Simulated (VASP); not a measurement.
Here is a VASP 6.6.1 calculation.

File INCAR:

```
PREC = Accurate
ENCUT = 520
EDIFF = 1E-8
ISMEAR = -1
SIGMA = 0.01
LREAL = False
LASPH = True
NELM = 60
ALGO = Normal
ISIF = 2
LWAVE = False
LCHARG = False
GGA = PS
LEFG = True
NBANDS = 17
```

File KPOINTS:

```
Automatic mesh
0
Gamma
  9 9 9
```

The input POSCAR:

```
PbSe
1.0
    0.0000000000      3.0621500000      3.0927715000
    3.0621500000      0.0000000000      3.0927715000
    3.0621500000      3.0621500000      0.0000000000
Pb Se
1 1
Direct
    0.0000000000      0.0000000000      0.0000000000
    0.5000000000      0.5000000000      0.5000000000
```

Potentials or basis: VASP PAW PBE potentials, release 64 (Pb_d, Se).

The run is started by

```console
$ cat potpaw_PBE.64/Pb_d/POTCAR potpaw_PBE.64/Se/POTCAR > POTCAR
$ mpirun -np 1 vasp_std > vasp.out
```

Task: What does it give for the band gap on the k mesh?

Result: 0.66 eV, direct.

Task: What does it give for the pressure?

Result: -1.1 GPa.

Electric field gradients, principal values (V/Å²):
| atom | least | middle | greatest (by size) |
| --- | --- | --- | --- |
| 1 Pb | -15.080 | -15.081 | 30.161 |
| 2 Se | -1.178 | -1.178 | 2.356 |

Caveat: the cell differs from its parent crystal (zz strain of +1 %); without QUAD_EFG the Cq values of the log hold for a quadrupole moment of 1 mb, not for the nuclei; the PAW data sets were made with another functional, which shifts forces and pressure a little; spin-orbit coupling is left out, which moves the levels of the heavy elements. A k mesh can miss the band edges.
